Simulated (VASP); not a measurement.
Crystal: InSe2.

```
In Se
1.0
     3.89489    0.00000    0.00000
     0.00000    3.89489    0.00000
     0.00000    0.00000    9.62623
In Se
2 4
Direct
  0.00000 0.50000 0.70647
  0.50000 0.00000 0.29353
  0.00000 0.50000 0.36621
  0.50000 0.00000 0.63379
  0.00000 0.00000 0.00000
  0.50000 0.50000 0.00000
```

Base run:

- Program: VASP 6.6.1
- Functional: PBEsol
- Potentials or basis: VASP PAW PBE potentials, release 64 (In_d, Se)
- Cutoff: 520 eV
- k mesh: 10 × 10 × 4
- Occupations: fermi-dirac, width 0.3 eV
- Spin: no spin polarisation

Its results: band gap on the k mesh zero (band 25 reaches 5.61 eV, above the bottom of band 26 at 3.50 eV); pressure -2.7 GPa; largest force 0.100 eV/Å.

The run is repeated on the same cell with these changes: occupations from fermi-dirac, width 0.3 eV to fermi-dirac, width 0.2 eV; further incar settings from ALGO = Normal; EDIFF = 1e-06; NBANDS = 34 to ALGO = Normal; EDIFF = 1e-07; NBANDS = 34. What comes out?

Band gap on the k mesh zero (band 25 reaches 5.61 eV, above the bottom of band 26 at 3.51 eV); pressure -3.1 GPa; largest force 0.113 eV/Å.

Caveats: the PAW data sets were made with another functional, which shifts forces and pressure a little; spin-orbit coupling is left out, which moves the levels of the heavy elements.
